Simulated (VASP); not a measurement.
# La2O3 (P-3m1) in VASP: a series of runs

La2O3 is run at these levels: PBE; tasks: single point.

Everything below comes from runs of VASP 6.6.1. Logs are shortened: lines on timing, memory, paths and dates and some standing lists are left out, and cuts for length are marked.

### Step 1. The cell of the first run

The structure is trigonal, space group P-3m1 (No. 164). Conventional cell: a = 3.823 Å, b = 3.823 Å, c = 5.944 Å, α = 90.00°, β = 90.00°, γ = 120.00°. La (site symmetry 3m) has 7 O at 2.30 to 2.65 Å within 3.0 Å. Within 3.1 Å of O (site symmetry 3m) lie 4 La at 2.30 to 2.38 Å and 6 O at 2.81 to 3.05 Å. Within 3.5 Å of O (site symmetry -3m) lie 6 La at 2.65 Å and 6 O at 3.05 Å.

### Step 2. Single point, PBE

Contents of INCAR:

```
SYSTEM = La2O3
ALGO     = Normal         ! electronic algorithm
EDIFF    = 1E-6           ! SCF threshold, eV
ENCUT    = 520            ! plane-wave cutoff, eV
GGA      = PE             ! functional
ISIF     = 2              ! what is computed and relaxed
ISMEAR   = 0              ! smearing method
LASPH    = .True.         ! aspherical terms in the spheres
LCHARG   = .True.         ! write CHGCAR
LELF     = .True.         ! ELF
LREAL    = .False.        ! projectors in reciprocal space
LVHAR    = .True.       
LWAVE    = .False.        ! write WAVECAR
NBANDS   = 28             ! bands
NELM     = 100            ! most SCF steps
PREC     = Accurate       ! precision mode
SIGMA    = 0.01           ! smearing width, eV
```

Contents of KPOINTS:

```
k-points
0
Gamma
  6 6 4
  0 0 0
```

Contents of POSCAR:

```
La2O3
1.0
    3.8230307611      0.0000000000      0.0000000000
   -1.9115153806      3.3108411705      0.0000000000
    0.0000000000      0.0000000000      5.9444181668
La O
2 3
Direct
    0.6666666667      0.3333333333      0.7537640000
    0.3333333333      0.6666666667      0.2462360000
    0.6666666667      0.3333333333      0.3541090000
    0.3333333333      0.6666666667      0.6458910000
    0.0000000000      0.0000000000      0.0000000000
```

Potentials or basis: VASP PAW PBE potentials, release 64 (La, O).

Started as:

```
$ cat potpaw_PBE.64/La/POTCAR potpaw_PBE.64/O/POTCAR > POTCAR
$ mpirun -np 1 vasp_std > vasp.out
```

OUTCAR:

```text
SYSTEM = La2O3
   EDIFF = 1E-6
   ENCUT = 520
   GGA = PE
   ISIF = 2
   ISMEAR = 0
   LASPH = .True.
   LREAL = .False.
   NELM = 100
   PREC = Accurate

 ion  position               nearest neighbor table
   1  0.667  0.333  0.754-   4 2.30   4 2.30   4 2.30   3 2.38   5 2.65   5 2.65   5 2.65   2 3.67
                             2 3.67   2 3.67
   2  0.333  0.667  0.246-   3 2.30   3 2.30   3 2.30   4 2.38   5 2.65   5 2.65   5 2.65   1 3.67
                             1 3.67   1 3.67
   3  0.667  0.333  0.354-   2 2.30   2 2.30   2 2.30   1 2.38
   4  0.333  0.667  0.646-   1 2.30   1 2.30   1 2.30   2 2.38
   5  0.000  0.000  0.000-   2 2.65   1 2.65   2 2.65   1 2.65   1 2.65   2 2.65

  LATTYP: Found a hexagonal cell.
 ALAT       =     3.8230307611
 C/A-ratio  =     1.5548967660

  Lattice vectors:

 A1 = (   3.8230307611,   0.0000000000,   0.0000000000)
 A2 = (  -1.9115153806,   3.3108411705,   0.0000000000)
 A3 = (   0.0000000000,   0.0000000000,   5.9444181668)

Analysis of symmetry for initial positions (statically):
=====================================================================
 Subroutine PRICEL returns:
 Original cell was already a primitive cell.

 Routine SETGRP: Setting up the symmetry group for a
 hexagonal supercell.

 Subroutine GETGRP returns: Found 12 space group operations
 (whereof 12 operations were pure point group operations)
 out of a pool of 24 trial point group operations.

The static configuration has the point symmetry D_3d.

Analysis of symmetry for dynamics (positions and initial velocities):
=====================================================================
 Subroutine PRICEL returns:
 Original cell was already a primitive cell.

 Routine SETGRP: Setting up the symmetry group for a
 hexagonal supercell.

 Subroutine GETGRP returns: Found 12 space group operations
 (whereof 12 operations were pure point group operations)
 out of a pool of 24 trial point group operations.

The dynamic configuration has the point symmetry D_3d.

 Subroutine INISYM returns: Found 12 space group operations
 (whereof 12 operations are pure point group operations),
 and found     1 'primitive' translations

----------------------------------------------------------------------------------------

[... 95 lines left out ...]
   ENCUT  =  520.0 eV  38.22 Ry    6.18 a.u.   7.11  7.11 11.05*2*pi/ulx,y,z
   NELM   =    100;   NELMIN=  2; NELMDL= -5     # of ELM steps
   EDIFF  = 0.1E-05   stopping-criterion for ELM
   LREAL  =      F    real-space projection
   EDIFFG = 0.1E-04   stopping-criterion for IOM
   NSW    =      0    number of steps for IOM
   IBRION =     -1    ionic relax: 0-MD 1-quasi-New 2-CG
   NFREE  =      0    steps in history (QN), initial steepest desc. (CG)
   ISIF   =      2    stress and relaxation
   ISYM   =      2    0-nonsym 1-usesym 2-fastsym
   POTIM  = 0.5000    time-step for ionic-motion
   TEBEG  =    0.0;   TEEND  =   0.0 temperature during run
   PSTRESS=    0.0 pullay stress
   NELECT =      40.0000    total number of electrons
   NUPDOWN=      -1.0000    fix difference up-down
   EMIN   =  10.00;   EMAX   =-10.00  energy-range for DOS
   EFERMI =   0.00;   METHOD = LEGACY
   ISMEAR =     0;   SIGMA  =   0.01  broadening in eV -4-tet -1-fermi 0-gaus
   EFERMI_NEDOS =   21; number of points for ismear=-14 and -15
   IALGO  =     38    algorithm
   IMIX   =      4    mixing-type and parameters
     AMIX     =   0.40;   BMIX     =  1.00
     AMIX_MAG =   1.60;   BMIX_MAG =  1.00
  volume/ion in A,a.u.               =      15.05       101.55
  Fermi-wavevector in a.u.,A,eV,Ry     =   1.326202  2.506158 23.930085  1.758812
  Thomas-Fermi vector in A             =   2.455606
   LORBIT       =      0    0 simple, 1 ext, 2 COOP (PROOUT), +10 PAW based schemes
   GGA     = PE    functional components
   LHFCALC =     F    Hartree Fock is set to
   AEXX    =    0.0000 exact exchange contribution
   IVDW    =     0    specifies the selected vdW correction
   LEPSILON=     F    determine dielectric tensor
   LRPA    =     F    only Hartree local field effects (RPA)
 non-spin polarized calculation
 Gauss-broadening in eV      SIGMA  =   0.01
  energy-cutoff  :      520.00
  volume of cell :       75.24
 maximum number of plane-waves:      2061
   NGX = 15   NGY = 15   NGZ = 23

 number of electron      39.9999997 magnetization

 Free energy of the ion-electron system (eV)
  ---------------------------------------------------
  ext. energy  EPLUGINS =         0.00000000
  ---------------------------------------------------
  free energy    TOTEN  =       -41.48766169 eV

  energy without entropy =      -41.48766169  energy(sigma->0) =      -41.48766169

 E-fermi :   6.9343     XC(G=0): -10.8892

 val. band max:        6.8695566138   @ k =   0.5000   0.0000   0.5000
 cond. band min:      10.7347190516   @ k =   0.3333   0.3333   0.0000
 fundamental gap:      3.8651624379
 Fermi energy:         6.9342510524

 k-point     1 :       0.0000    0.0000    0.0000
  band No.  band energies     occupation
      1     -22.7523      2.00000
      2     -22.3921      2.00000
      3     -10.4824      2.00000
      4      -9.1104      2.00000
      5      -8.5347      2.00000
      6      -6.1798      2.00000
[... 733 lines left out ...]
     27      12.6792      0.00000
     28      12.7387      0.00000

------------------------ aborting loop because EDIFF is reached ----------------------------------------

  FORCE on cell =-STRESS in cart. coord.  units (eV):
  Direction    XX          YY          ZZ          XY          YZ          ZX
  --------------------------------------------------------------------------------------
  -------------------------------------------------------------------------------------
  Total        7.5843456      7.5843429      6.2380240     -0.0000000      0.0000000      0.0000000
  in kB      161.5002519    161.5001946    132.8318227     -0.0000000      0.0000000      0.0000000
  external PRESSURE =     151.9440897 kB  Pullay stress =       0.0000000 kB

 VOLUME and BASIS-vectors are now :
 -----------------------------------------------------------------------------
  energy-cutoff  :      520.00
  volume of cell :       75.24
      direct lattice vectors                 reciprocal lattice vectors
     3.823030761  0.000000000  0.000000000     0.261572575  0.151019023  0.000000000
    -1.911515381  3.310841170  0.000000000     0.000000000  0.302038047  0.000000000
     0.000000000  0.000000000  5.944418167     0.000000000  0.000000000  0.168225043

 POSITION                                       TOTAL-FORCE (eV/Angst)
 -----------------------------------------------------------------------------------
      1.91152      1.10361      4.48069         0.000000      0.000000      0.701513
     -0.00000      2.20723      1.46373        -0.000000     -0.000000     -0.701513
      1.91152      1.10361      2.10497        -0.000000      0.000000      0.090138
     -0.00000      2.20723      3.83945         0.000000     -0.000000     -0.090138
      0.00000      0.00000      0.00000         0.000000      0.000000     -0.000000
 -----------------------------------------------------------------------------------
    total drift:                                0.000000      0.000000     -0.000000

  FREE ENERGIE OF THE ION-ELECTRON SYSTEM (eV)
  ---------------------------------------------------
  free  energy   TOTEN  =       -41.4876616893 eV

  energy  without entropy=      -41.4876616893  energy(sigma->0) =      -41.48766169
```

Run time: 97 s. Hardware: 1 thread of Intel Xeon 8259CL, shared host; peak memory 0.22 GiB.

What came out:

- Free energy: -41.4877 eV
- Pressure: 15.2 GPa
- Largest force: 0.702 eV/Å
- Band gap on the k mesh: 3.87 eV (least direct gap 3.90 eV)

Forces on the atoms (eV/Å):
```
La   0.000  0.000  0.702
La   0.000  0.000 -0.702
O    0.000  0.000  0.090
O    0.000  0.000 -0.090
O    0.000  0.000  0.000
```

Levels at points of the mesh, in eV from the valence-band top:
| k point | band 17 | band 18 | band 19 | band 20 | band 21 | band 22 | band 23 | band 24 |
| --- | --- | --- | --- | --- | --- | --- | --- | --- |
| (0.00, 0.00, 0.00) | -1.88 | -0.51 | -0.51 | -0.25 | 4.49 | 4.77 | 4.77 | 5.65 |
| (0.50, 0.00, 0.00) | -0.76 | -0.76 | -0.38 | -0.38 | 3.95 | 4.95 | 5.54 | 5.56 |
| (0.00, 0.00, 0.50) | -1.17 | -0.96 | -0.36 | -0.36 | 4.93 | 4.97 | 4.97 | 5.27 |
| (0.50, 0.00, 0.50) | -1.00 | -0.82 | -0.37 | 0.00 | 4.61 | 4.79 | 5.39 | 5.57 |

Caveat: the cell stands under pressure; spin-orbit coupling is left out, which moves the levels of the heavy elements. A k mesh can miss the band edges.

### Step 3. Single point, PBE

This run uses another cell than the first one, of 15.48 Å³/atom.

Contents of INCAR:

```
  PREC = Accurate
  ENCUT = 520
  EDIFF = 1E-7
  ISMEAR = 0
  SIGMA = 0.01
  LREAL = False
  LASPH = True
  NELM = 100
  ALGO = Normal
  ISIF = 2
  LWAVE = False
  LCHARG = True
  GGA = PE
  LELF = True
  LVHAR = True
  NBANDS = 28
```

Contents of KPOINTS:

```
Automatic mesh
0
Gamma
  6 6 4
```

POSCAR: that of step 2 with these lines changed.

```diff
@@ -2,5 +2,5 @@
 1.0
-    3.8230307611      0.0000000000      0.0000000000
-   -1.9115153806      3.3108411705      0.0000000000
-    0.0000000000      0.0000000000      5.9444181668
+    3.8596170106      0.0000000000      0.0000000000
+   -1.9298085053      3.3425257864      0.0000000000
+    0.0000000000      0.0000000000      6.0013060077
 La O
```

Potentials or basis: VASP PAW PBE potentials, release 64 (La, O).

Started as:

```
$ cat potpaw_PBE.64/La/POTCAR potpaw_PBE.64/O/POTCAR > POTCAR
$ mpirun -np 1 vasp_std > vasp.out
```

It took 2.9 min on 1 thread of Intel Xeon 8259CL, shared host; peak memory 0.23 GiB.

It converged, with:

| Quantity | Value |
| --- | --- |
| Free energy | -41.6606 eV |
| Pressure | 10.0 GPa |
| Largest force | 0.444 eV/Å |
| Band gap on the k mesh | 3.87 eV (least direct gap 3.94 eV) |

Forces on the atoms (eV/Å):
```
La   0.000  0.000  0.444
La   0.000  0.000 -0.444
O    0.000  0.000  0.053
O    0.000  0.000 -0.053
O    0.000  0.000  0.000
```

Stress tensor (GPa, compression positive):
```
10.56  0.00  0.00
 0.00 10.56  0.00
 0.00  0.00  8.92
```

Levels at points of the mesh, in eV from the valence-band top:
| k point | band 16 | band 17 | band 18 | band 19 | band 20 | band 21 | band 22 | band 23 | band 24 | band 25 |
| --- | --- | --- | --- | --- | --- | --- | --- | --- | --- | --- |
| (0.00, 0.00, 0.00) | -2.23 | -1.80 | -0.46 | -0.46 | -0.20 | 4.44 | 4.72 | 4.72 | 5.49 | 5.64 |
| (0.50, 0.00, 0.00) | -0.81 | -0.75 | -0.72 | -0.39 | -0.35 | 3.92 | 4.88 | 5.42 | 5.44 | 5.54 |
| (0.00, 0.00, 0.50) | -2.10 | -1.11 | -0.89 | -0.33 | -0.33 | 4.86 | 4.89 | 4.89 | 5.17 | 5.66 |
| (0.50, 0.00, 0.50) | -1.04 | -0.99 | -0.79 | -0.37 | 0.00 | 4.55 | 4.74 | 5.28 | 5.45 | 5.54 |

Caveat: the cell stands under pressure; spin-orbit coupling is left out, which moves the levels of the heavy elements. A k mesh can miss the band edges.

### Step 4. Single point, PBE

This run uses another cell than the first one, of 15.92 Å³/atom.

Contents of INCAR:

```
  ALGO = Normal
  EDIFF = 1E-7
  ENCUT = 520
  GGA = PE
  ISIF = 2
  ISMEAR = 0
  LASPH = T
  LCHARG = F
  LREAL = F
  LWAVE = F
  NBANDS = 28
  NELM = 80
  PREC = Accurate
  SIGMA = 0.01
```

Contents of KPOINTS:

```
k-points
0
Gamma
  6 6 4
```

POSCAR: that of step 3 with these lines changed.

```diff
@@ -2,5 +2,5 @@
 1.0
-    3.8596170106      0.0000000000      0.0000000000
-   -1.9298085053      3.3425257864      0.0000000000
-    0.0000000000      0.0000000000      6.0013060077
+    3.8955224865      0.0000000000      0.0000000000
+   -1.9477612433      3.3736208351      0.0000000000
+    0.0000000000      0.0000000000      6.0571353161
 La O
```

Started as:

```
$ cat potpaw_PBE.64/La/POTCAR potpaw_PBE.64/O/POTCAR > POTCAR
$ mpirun -np 1 vasp_std > vasp.out
```

It took 3.4 min on 1 thread of Intel Xeon 8259CL, shared host; peak memory 0.23 GiB.

The run converged. Its results:

```yaml
Free_energy: -41.7677 eV
Pressure: 5.5 GPa
Largest_force: 0.212 eV/Å
Band_gap_on_the_k_mesh: 3.87 eV (least direct gap 3.96 eV)
```

Forces on the atoms (eV/Å):
```
La   0.000  0.000  0.212
La   0.000  0.000 -0.212
O    0.000  0.000  0.020
O    0.000  0.000 -0.020
O    0.000  0.000  0.000
```

Stress tensor (GPa, compression positive):
```
5.71 0.00 0.00
0.00 5.71 0.00
0.00 0.00 5.12
```

Levels at points of the mesh, in eV from the valence-band top:
```tsv
k point	band 16	band 17	band 18	band 19	band 20	band 21	band 22	band 23	band 24	band 25
(0.00, 0.00, 0.00)	-2.15	-1.72	-0.42	-0.42	-0.15	4.38	4.66	4.66	5.33	5.50
(0.50, 0.00, 0.00)	-0.77	-0.75	-0.69	-0.41	-0.32	3.89	4.80	5.29	5.32	5.40
(0.00, 0.00, 0.50)	-1.99	-1.05	-0.83	-0.31	-0.31	4.78	4.81	4.81	5.07	5.52
(0.50, 0.00, 0.50)	-1.01	-0.97	-0.75	-0.37	0.00	4.48	4.69	5.17	5.32	5.40
```

Caveat: the cell stands under pressure; spin-orbit coupling is left out, which moves the levels of the heavy elements.

### Step 5. Single point, PBE

This run uses another cell than the first one, of 16.36 Å³/atom.

Contents of INCAR:

```
SYSTEM = La2O3
PREC = Accurate
ENCUT = 520
EDIFF = 1E-6
ISMEAR = 0
SIGMA = 0.01
LREAL = .FALSE.
LASPH = .TRUE.
NELM = 100
ALGO = Normal
ISIF = 2
LWAVE = .FALSE.
LCHARG = .FALSE.
GGA = PE
NBANDS = 28
```

Contents of KPOINTS:

```
Automatic mesh
0
G
  6 6 4
  0 0 0
```

POSCAR: that of step 4 with these lines changed.

```diff
@@ -2,5 +2,5 @@
 1.0
-    3.8955224865      0.0000000000      0.0000000000
-   -1.9477612433      3.3736208351      0.0000000000
-    0.0000000000      0.0000000000      6.0571353161
+    3.9307780000      0.0000000000      0.0000000000
+   -1.9653890000      3.4041530000      0.0000000000
+    0.0000000000      0.0000000000      6.1119540000
 La O
```

Started as:

```
$ cat potpaw_PBE.64/La/POTCAR potpaw_PBE.64/O/POTCAR > POTCAR
$ mpirun -np 1 vasp_std > vasp.out
```

It took 3 min on 1 thread of Intel Xeon 8259CL, shared host; peak memory 0.23 GiB.

It converged, with:

```yaml
Free_energy: -41.8174 eV
Pressure: 1.6 GPa
Largest_force: 0.012 eV/Å
Band_gap_on_the_k_mesh: 3.86 eV (least direct gap 3.98 eV)
```

Forces in eV/Å, atoms in the order of the input:
```
La   0.000  0.000  0.003
La   0.000  0.000 -0.003
O    0.000  0.000 -0.012
O    0.000  0.000  0.012
O    0.000  0.000  0.000
```

Stress tensor (GPa, compression positive):
```
1.50 0.00 0.00
0.00 1.50 0.00
0.00 0.00 1.83
```

Levels at points of the mesh, in eV from the valence-band top:
```csv
k point,band 18,band 19,band 20,band 21,band 22,band 23
"(0.00, 0.00, 0.00)",-0.38,-0.38,-0.11,4.31,4.60,4.60
"(0.50, 0.00, 0.00)",-0.66,-0.42,-0.30,3.86,4.71,5.17
"(0.00, 0.00, 0.50)",-0.78,-0.29,-0.29,4.69,4.73,4.73
"(0.50, 0.00, 0.50)",-0.70,-0.37,0.00,4.41,4.63,5.06
```

Caveat: spin-orbit coupling is left out, which moves the levels of the heavy elements. A k mesh can miss the band edges.

### Step 6. Single point, PBE

This run uses another cell than the first one, of 16.79 Å³/atom.

Contents of INCAR:

```
PREC = Accurate
ENCUT = 520
EDIFF = 1E-7
ISMEAR = 0
SIGMA = 0.01
LREAL = False
LASPH = True
NELM = 80
ALGO = Normal
ISIF = 2
LWAVE = False
LCHARG = True
GGA = PE
LELF = True
LVHAR = True
NBANDS = 28
```

Contents of KPOINTS:

```
Automatic mesh
0
Gamma
  6 6 4
```

POSCAR: that of step 5 with these lines changed.

```diff
@@ -2,5 +2,5 @@
 1.0
-    3.9307780000      0.0000000000      0.0000000000
-   -1.9653890000      3.4041530000      0.0000000000
-    0.0000000000      0.0000000000      6.1119540000
+    3.9654121899      0.0000000000      0.0000000000
+   -1.9827060949      3.4341470829      0.0000000000
+    0.0000000000      0.0000000000      6.1658065898
 La O
```

Potentials or basis: VASP PAW PBE potentials, release 64 (La, O).

Started as:

```
$ cat potpaw_PBE.64/La/POTCAR potpaw_PBE.64/O/POTCAR > POTCAR
$ mpirun -np 1 vasp_std > vasp.out
```

It took 3.3 min on 1 thread of Intel Xeon 8259CL, shared host; peak memory 0.23 GiB.

The run converged. Its results:

```yaml
Free_energy: -41.8175 eV
Pressure: -1.8 GPa
Largest_force: 0.188 eV/Å
Band_gap_on_the_k_mesh: 3.82 eV (least direct gap 3.98 eV)
```

Forces in eV/Å, atoms in the order of the input:
```
La   0.000  0.000 -0.188
La   0.000  0.000  0.188
O    0.000  0.000 -0.040
O    0.000  0.000  0.040
O    0.000  0.000  0.000
```

Stress tensor (GPa, compression positive):
```
-2.17  0.00  0.00
 0.00 -2.17  0.00
 0.00  0.00 -1.05
```

Levels at points of the mesh, in eV from the valence-band top:
| k point | band 18 | band 19 | band 20 | band 21 | band 22 | band 23 |
| --- | --- | --- | --- | --- | --- | --- |
| (0.00, 0.00, 0.00) | -0.35 | -0.35 | -0.08 | 4.24 | 4.53 | 4.53 |
| (0.50, 0.00, 0.00) | -0.63 | -0.42 | -0.27 | 3.82 | 4.63 | 5.04 |
| (0.00, 0.00, 0.50) | -0.73 | -0.26 | -0.26 | 4.61 | 4.64 | 4.64 |
| (0.50, 0.00, 0.50) | -0.66 | -0.37 | 0.00 | 4.33 | 4.56 | 4.94 |

Caveat: spin-orbit coupling is left out, which moves the levels of the heavy elements. A k mesh can miss the band edges.

### Step 7. The runs side by side

```csv
cell,gap on the mesh (eV),pressure (GPa),largest force (eV/Å)
"a = 3.823, b = 3.823, c = 5.944 Å, angles 90.0, 90.0, 120.0°, 5 atoms",3.87,15.2,0.70
"a = 3.860, b = 3.860, c = 6.001 Å, angles 90.0, 90.0, 120.0°, 5 atoms",3.87,10.0,0.44
"a = 3.896, b = 3.896, c = 6.057 Å, angles 90.0, 90.0, 120.0°, 5 atoms",3.87,5.5,0.21
"a = 3.931, b = 3.931, c = 6.112 Å, angles 90.0, 90.0, 120.0°, 5 atoms",3.86,1.6,0.01
"a = 3.965, b = 3.965, c = 6.166 Å, angles 90.0, 90.0, 120.0°, 5 atoms",3.82,-1.8,0.19
```

Alike in all rows: task single point; level PBE; potentials or basis VASP PAW PBE potentials, release 64 (La, O); no spin polarisation; k mesh 6 × 6 × 4; cutoff (eV) 520; smearing gaussian 0.01 eV.

Caveats: spin-orbit coupling is left out, which moves the levels of the heavy elements; the cell stands under pressure (at least some runs).

Total energies depend on the potentials used, so only differences within one code and one set of settings carry meaning.
